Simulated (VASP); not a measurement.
# La2Hf2O (P-3m1) in VASP: notebook

The runs below take La2Hf2O through single point, with PBE.

Program: VASP 6.6.1. These are calculated values, not measurements. Logs are shortened: lines on timing, memory, paths and dates and some standing lists are left out, and cuts for length are marked.

## (1) The cell of the first run

Symmetry: P-3m1, No. 164, trigonal system. Conventional cell: a = 3.990 Å, b = 3.990 Å, c = 7.091 Å, α = 90.00°, β = 90.00°, γ = 120.00°. La (site symmetry 3m) has 4 Hf at 2.34 to 2.39 Å and 3 O at 3.09 Å within 3.1 Å. Hf (site symmetry 3m) has 4 La at 2.34 to 2.39 Å and 3 Hf at 2.86 Å within 3.1 Å. O (site symmetry -3m) has 6 La at 3.09 Å and 6 Hf at 3.55 Å and 6 O at 3.99 Å within 4.1 Å.

The cell was built from a structure type or drawn by symmetry, and may not be a known phase.

## (2) Single point, PBE

Input file INCAR:

```
ALGO = Normal ; EDIFF = 1E-6
ENCUT = 520 ; GGA = PE
ISIF = 2 ; ISMEAR = 0
LASPH = True ; LCHARG = False
LREAL = False ; LWAVE = False
NBANDS = 32 ; NELM = 100
PREC = Accurate ; SIGMA = 0.1
```

Input file KPOINTS:

```
k-points
0
Gamma
  6 6 4
```

Input file POSCAR:

```
La2Hf2O
1.0
    3.9899208400      0.0000000000      0.0000000000
   -1.9949604200      3.4553728000      0.0000000000
    0.0000000000      0.0000000000      7.0910964000
La Hf O
2 2 1
Direct
    0.3333333300      0.6666666700      0.2899999900
    0.6666666700      0.3333333300      0.7100000100
    0.3333333300      0.6666666700      0.6200000000
    0.6666666700      0.3333333300      0.3800000000
    0.0000000000      0.0000000000      0.0000000000
```

Potentials or basis: VASP PAW PBE potentials, release 64 (La, Hf_pv, O).

Command:

```
$ cat potpaw_PBE.64/La/POTCAR potpaw_PBE.64/Hf_pv/POTCAR potpaw_PBE.64/O/POTCAR > POTCAR
$ mpirun -np 1 vasp_std > vasp.out
```

OUTCAR:

```text
EDIFF = 1E-6
   ENCUT = 520
   GGA = PE
   ISIF = 2
   ISMEAR = 0
   LASPH = True
   LREAL = False
   NELM = 100
   PREC = Accurate

 ion  position               nearest neighbor table
   1  0.333  0.667  0.290-   3 2.34   4 2.39   4 2.39   4 2.39
   2  0.667  0.333  0.710-   4 2.34   3 2.39   3 2.39   3 2.39
   3  0.333  0.667  0.620-   1 2.34   2 2.39   2 2.39   2 2.39   4 2.86   4 2.86   4 2.86
   4  0.667  0.333  0.380-   2 2.34   1 2.39   1 2.39   1 2.39   3 2.86   3 2.86   3 2.86
   5  0.000  0.000  0.000-

  LATTYP: Found a hexagonal cell.
 ALAT       =     3.9899208400
 C/A-ratio  =     1.7772524028

  Lattice vectors:

 A1 = (   3.9899208400,   0.0000000000,   0.0000000000)
 A2 = (  -1.9949604200,   3.4553728000,   0.0000000000)
 A3 = (   0.0000000000,   0.0000000000,   7.0910964000)

Analysis of symmetry for initial positions (statically):
=====================================================================
 Subroutine PRICEL returns:
 Original cell was already a primitive cell.

 Routine SETGRP: Setting up the symmetry group for a
 hexagonal supercell.

 Subroutine GETGRP returns: Found 12 space group operations
 (whereof 12 operations were pure point group operations)
 out of a pool of 24 trial point group operations.

The static configuration has the point symmetry D_3d.

Analysis of symmetry for dynamics (positions and initial velocities):
=====================================================================
 Subroutine PRICEL returns:
 Original cell was already a primitive cell.

 Routine SETGRP: Setting up the symmetry group for a
 hexagonal supercell.

 Subroutine GETGRP returns: Found 12 space group operations
 (whereof 12 operations were pure point group operations)
 out of a pool of 24 trial point group operations.

The dynamic configuration has the point symmetry D_3d.

 Subroutine INISYM returns: Found 12 space group operations
 (whereof 12 operations are pure point group operations),
 and found     1 'primitive' translations

----------------------------------------------------------------------------------------

                                     Primitive cell

  volume of cell :      97.7626

  direct lattice vectors                    reciprocal lattice vectors
     3.989920840  0.000000000  0.000000000     0.250631539  0.144702187  0.000000000
    -1.994960420  3.455372800  0.000000000     0.000000000  0.289404373  0.000000000
     0.000000000  0.000000000  7.091096400     0.000000000  0.000000000  0.141021916

  length of vectors
     3.989920840  3.989920834  7.091096400     0.289404373  0.289404373  0.141021916

  position of ions in fractional coordinates (direct lattice)
     0.333333330  0.666666670  0.289999990
     0.666666670  0.333333330  0.710000010
     0.333333330  0.666666670  0.620000000
     0.666666670  0.333333330  0.380000000
     0.000000000  0.000000000  0.000000000

  ion indices of the primitive-cell ions
   primitive index   ion index
                 1           1
                 2           2
                 3           3
                 4           4
                 5           5

----------------------------------------------------------------------------------------

 KPOINTS: k-points

Automatic generation of k-mesh.
 Grid dimensions read from file:
 generate k-points for:    6    6    4

 Generating k-lattice:

  Cartesian coordinates                     Fractional coordinates (reciprocal lattice)
     0.041771923  0.024117031  0.000000000     0.166666667  0.000000000  0.000000000
     0.000000000  0.048234062  0.000000000     0.000000000  0.166666667  0.000000000
     0.000000000  0.000000000  0.035255479     0.000000000  0.000000000  0.250000000

  Length of vectors
     0.048234062  0.048234062  0.035255479

  Shift w.r.t. Gamma in fractional coordinates (k-lattice)
     0.000000000  0.000000000  0.000000000

 Subroutine IBZKPT returns following result:
 ===========================================

 Found     24 irreducible k-points:

 Following reciprocal coordinates:
            Coordinates               Weight
  0.000000  0.000000  0.000000      1.000000
  0.166667  0.000000  0.000000      6.000000
  0.333333  0.000000  0.000000      6.000000
  0.500000  0.000000  0.000000      3.000000
  0.166667  0.166667  0.000000      6.000000
  0.333333  0.166667  0.000000     12.000000
[... 16 lines left out ...]
  0.333333  0.166667  0.500000     12.000000
  0.333333  0.333333  0.500000      2.000000
   k-points           NKPTS =     24   k-points in BZ     NKDIM =     24   number of bands    NBANDS=     32
   number of dos      NEDOS =    301   number of ions     NIONS =      5
   total plane-waves  NPLWV =  48600
   dimension x,y,z NGX =    30 NGY =   30 NGZ =   54
   dimension x,y,z NGXF=    60 NGYF=   60 NGZF=  108
   ions per type =               2   2   1
   NGX,Y,Z   is equivalent  to a cutoff of  12.50, 12.50, 12.66 a.u.
   NGXF,Y,Z  is equivalent  to a cutoff of  25.00, 25.00, 25.32 a.u.
 SYSTEM =  unknown system
   PREC   = accura    normal or accurate (medium, high low for compatibility)
   ISTART =      0    job   : 0-new  1-cont  2-samecut
   ICHARG =      2    charge: 1-file 2-atom 10-const
   ISPIN  =      1    spin polarized calculation?
   LNONCOLLINEAR =      F non collinear calculations
   LSORBIT =      F    spin-orbit coupling
   LASPH  =      T    aspherical Exc in radial PAW
   ENCUT  =  520.0 eV  38.22 Ry    6.18 a.u.   7.42  7.42 13.18*2*pi/ulx,y,z
   NELM   =    100;   NELMIN=  2; NELMDL= -5     # of ELM steps
   EDIFF  = 0.1E-05   stopping-criterion for ELM
   LREAL  =      F    real-space projection
   EDIFFG = 0.1E-04   stopping-criterion for IOM
   NSW    =      0    number of steps for IOM
   IBRION =     -1    ionic relax: 0-MD 1-quasi-New 2-CG
   NFREE  =      0    steps in history (QN), initial steepest desc. (CG)
   ISIF   =      2    stress and relaxation
   ISYM   =      2    0-nonsym 1-usesym 2-fastsym
   POTIM  = 0.5000    time-step for ionic-motion
   TEBEG  =    0.0;   TEEND  =   0.0 temperature during run
   PSTRESS=    0.0 pullay stress
   NELECT =      48.0000    total number of electrons
   NUPDOWN=      -1.0000    fix difference up-down
   EMIN   =  10.00;   EMAX   =-10.00  energy-range for DOS
   EFERMI =   0.00;   METHOD = LEGACY
   ISMEAR =     0;   SIGMA  =   0.10  broadening in eV -4-tet -1-fermi 0-gaus
   EFERMI_NEDOS =   21; number of points for ismear=-14 and -15
   IALGO  =     38    algorithm
   IMIX   =      4    mixing-type and parameters
     AMIX     =   0.40;   BMIX     =  1.00
     AMIX_MAG =   1.60;   BMIX_MAG =  1.00
  volume/ion in A,a.u.               =      19.55       131.95
  Fermi-wavevector in a.u.,A,eV,Ry     =   1.291510  2.440600 22.694486  1.667998
  Thomas-Fermi vector in A             =   2.423275
   LORBIT       =      0    0 simple, 1 ext, 2 COOP (PROOUT), +10 PAW based schemes
   GGA     = PE    functional components
   LHFCALC =     F    Hartree Fock is set to
   AEXX    =    0.0000 exact exchange contribution
   IVDW    =     0    specifies the selected vdW correction
   LEPSILON=     F    determine dielectric tensor
   LRPA    =     F    only Hartree local field effects (RPA)
 non-spin polarized calculation
 Gauss-broadening in eV      SIGMA  =   0.10
  energy-cutoff  :      520.00
  volume of cell :       97.76
 maximum number of plane-waves:      2673
 NGX is ok and might be reduce to    30
   NGX = 15   NGY = 15   NGZ = 27

 number of electron      48.0000000 magnetization

 Free energy of the ion-electron system (eV)
  ---------------------------------------------------
  ext. energy  EPLUGINS =         0.00000000
  ---------------------------------------------------
  free energy    TOTEN  =       -21.47412075 eV

  energy without entropy =      -21.43678719  energy(sigma->0) =      -21.45545397

 E-fermi :   7.8369     XC(G=0): -11.0049

 val. band max:        7.8327802172   @ k =   0.3333   0.3333   0.2500
 cond. band min:       7.8502920265   @ k =   0.1667   0.1667   0.0000
 fundamental gap:      0.0175118093
 Fermi energy:         7.8368760788

 k-point     1 :       0.0000    0.0000    0.0000
  band No.  band energies     occupation
      1     -25.3986      2.00000
      2     -24.4025      2.00000
      3     -23.0462      2.00000
      4     -22.9824      2.00000
      5     -22.9824      2.00000
      6     -22.4256      2.00000
[... 24 lines left out ...]
     31      10.8382      0.00000
     32      10.8815      0.00000

 k-point     2 :       0.1667    0.0000    0.0000
  band No.  band energies     occupation
      1     -25.5652      2.00000
      2     -24.7912      2.00000
      3     -23.0222      2.00000
      4     -22.9798      2.00000
      5     -22.7784      2.00000
      6     -22.4256      2.00000
[... 24 lines left out ...]
     31      10.8242      0.00000
     32      11.2729      0.00000

 k-point     3 :       0.3333    0.0000    0.0000
  band No.  band energies     occupation
      1     -25.8069      2.00000
      2     -25.3612      2.00000
      3     -23.0968      2.00000
      4     -22.8059      2.00000
      5     -22.5212      2.00000
      6     -22.4298      2.00000
[... 24 lines left out ...]
     31      11.1567      0.00000
     32      11.2831      0.00000

 k-point     4 :       0.5000    0.0000    0.0000
  band No.  band energies     occupation
      1     -25.8792      2.00000
      2     -25.6181      2.00000
      3     -23.1321      2.00000
      4     -22.6660      2.00000
      5     -22.4997      2.00000
      6     -22.4336      2.00000
[... 654 lines left out ...]
     31      11.0758      0.00000
     32      11.0952      0.00000

 k-point    23 :       0.3333    0.1667    0.5000
  band No.  band energies     occupation
      1     -25.8703      2.00000
      2     -25.6192      2.00000
      3     -23.1783      2.00000
      4     -22.6700      2.00000
      5     -22.4675      2.00000
      6     -22.4451      2.00000
[... 24 lines left out ...]
     31      11.1346      0.00000
     32      11.2850      0.00000

 k-point    24 :       0.3333    0.3333    0.5000
  band No.  band energies     occupation
      1     -25.8159      2.00000
      2     -25.8159      2.00000
      3     -23.2384      2.00000
      4     -22.5220      2.00000
      5     -22.5220      2.00000
      6     -22.4674      2.00000
[... 24 lines left out ...]
     31      11.4655      0.00000
     32      11.4666      0.00000

------------------------ aborting loop because EDIFF is reached ----------------------------------------

  FORCE on cell =-STRESS in cart. coord.  units (eV):
  Direction    XX          YY          ZZ          XY          YZ          ZX
  --------------------------------------------------------------------------------------
  -------------------------------------------------------------------------------------
  Total       32.9738733     32.9738732     18.8759121      0.0000000     -0.0000000      0.0000000
  in kB      540.3908265    540.3908245    309.3470292      0.0000000     -0.0000000      0.0000000
  external PRESSURE =     463.3762267 kB  Pullay stress =       0.0000000 kB

 VOLUME and BASIS-vectors are now :
 -----------------------------------------------------------------------------
  energy-cutoff  :      520.00
  volume of cell :       97.76
      direct lattice vectors                 reciprocal lattice vectors
     3.989920840  0.000000000  0.000000000     0.250631539  0.144702187  0.000000000
    -1.994960420  3.455372800  0.000000000     0.000000000  0.289404373  0.000000000
     0.000000000  0.000000000  7.091096400     0.000000000  0.000000000  0.141021916

 POSITION                                       TOTAL-FORCE (eV/Angst)
 -----------------------------------------------------------------------------------
     -0.00000      2.30358      2.05642        -0.000000      0.000000    -10.127474
      1.99496      1.15179      5.03468         0.000000     -0.000000     10.127474
     -0.00000      2.30358      4.39648         0.000000      0.000000      0.626290
      1.99496      1.15179      2.69462        -0.000000      0.000000     -0.626290
      0.00000      0.00000      0.00000         0.000000      0.000000      0.000000
 -----------------------------------------------------------------------------------
    total drift:                               -0.000000      0.000000      0.000000

  FREE ENERGIE OF THE ION-ELECTRON SYSTEM (eV)
  ---------------------------------------------------
  free  energy   TOTEN  =       -21.4741207517 eV

  energy  without entropy=      -21.4367871888  energy(sigma->0) =      -21.45545397
```

It took 72 s on 1 thread of Intel Xeon 6975P-C (Granite Rapids), shared host; peak memory 0.25 GiB.

Results:

| Property | Result |
| --- | --- |
| Free energy | -21.4741 eV |
| Pressure | 46.3 GPa |
| Largest force | 10.127 eV/Å |
| Band gap on the k mesh | zero (bands 24 and 25 overlap by 0.25 eV) |

Forces in eV/Å, atoms in the order of the input:
```
La    0.000   0.000 -10.127
La    0.000   0.000  10.127
Hf    0.000   0.000   0.626
Hf    0.000   0.000  -0.626
O     0.000   0.000   0.000
```

Levels at points of the mesh, in eV from the Fermi level:
```
           k point  band 22  band 23  band 24  band 25  band 26  band 27
(0.00, 0.00, 0.00)    -0.63    -0.10    -0.10     0.27     1.32     1.32
(0.50, 0.00, 0.00)    -1.02    -0.52    -0.45    -0.15     0.18     0.55
(0.00, 0.00, 0.50)    -0.58    -0.21    -0.21     0.81     0.81     0.86
(0.50, 0.00, 0.50)    -1.22    -1.14    -1.09     0.27     0.42     0.46
```

Caveat: the cell stands under pressure; spin-orbit coupling is left out, which moves the levels of the heavy elements; forces of over 1 eV/Å act on the atoms, so gaps and moduli don't describe the material at rest.

## (3) Single point, PBE

This run uses another cell than the first one, of 24.05 Å³/atom.

Input file INCAR:

```
SYSTEM = La2Hf2O
PREC = Accurate
ENCUT = 520
EDIFF = 1E-7
ISMEAR = 0
SIGMA = 0.1
LREAL = .False.
LASPH = .True.
NELM = 100
ALGO = Normal
ISIF = 2
LWAVE = .False.
LCHARG = .False.
GGA = PE
NBANDS = 32
```

Input file KPOINTS:

```
Automatic mesh
0
Gamma
  6 6 4
  0 0 0
```

Input file POSCAR:

```
La2Hf2O
1.0
    3.4938745897      0.0000000000      0.0000000000
   -1.7469372948      3.0257841523      0.0000000000
    0.0000000000      0.0000000000     11.3725855355
La Hf O
2 2 1
Direct
    0.3333333333      0.6666666667      0.1338950475
    0.6666666667      0.3333333333      0.8661049525
    0.3333333333      0.6666666667      0.6001592124
    0.6666666667      0.3333333333      0.3998407876
    0.0000000000      0.0000000000      0.0000000000
```

Potentials or basis: VASP PAW PBE potentials, release 64 (La, Hf_pv, O).

Command:

```
$ cat potpaw_PBE.64/La/POTCAR potpaw_PBE.64/Hf_pv/POTCAR potpaw_PBE.64/O/POTCAR > POTCAR
$ mpirun -np 1 vasp_std > vasp.out
```

Wall time 2.9 min (1 thread of Intel Xeon 6975P-C (Granite Rapids), shared host); peak memory 0.31 GiB.

Results (log left out):

```
Free energy            : -38.8031 eV
Pressure               : -0.1 GPa
Largest force          : 0.047 eV/Å
Band gap on the k mesh : zero (bands 24 and 25 overlap by 0.70 eV)
```

Forces on the atoms (eV/Å):
```
La   0.000  0.000  0.006
La   0.000  0.000 -0.006
Hf   0.000  0.000 -0.047
Hf   0.000  0.000  0.047
O    0.000  0.000  0.000
```

Stress tensor (GPa, compression positive):
```
-0.17  0.00  0.00
 0.00 -0.17  0.00
 0.00  0.00  0.07
```

Levels at points of the mesh, in eV from the Fermi level:
```tsv
k point	band 20	band 21	band 22	band 23	band 24	band 25	band 26	band 27	band 28	band 29
(0.00, 0.00, 0.00)	-3.59	-1.31	-0.94	0.31	0.31	0.74	0.74	0.79	0.79	1.53
(0.50, 0.00, 0.00)	-2.51	-1.79	-1.13	-0.64	-0.59	0.16	0.22	0.73	1.18	1.85
(0.00, 0.00, 0.50)	-3.71	-1.54	-0.56	0.18	0.50	0.74	0.74	0.81	0.81	1.48
(0.50, 0.00, 0.50)	-2.44	-1.60	-1.35	-0.61	-0.39	0.14	0.23	0.72	1.02	1.71
```

Caveat: spin-orbit coupling is left out, which moves the levels of the heavy elements.
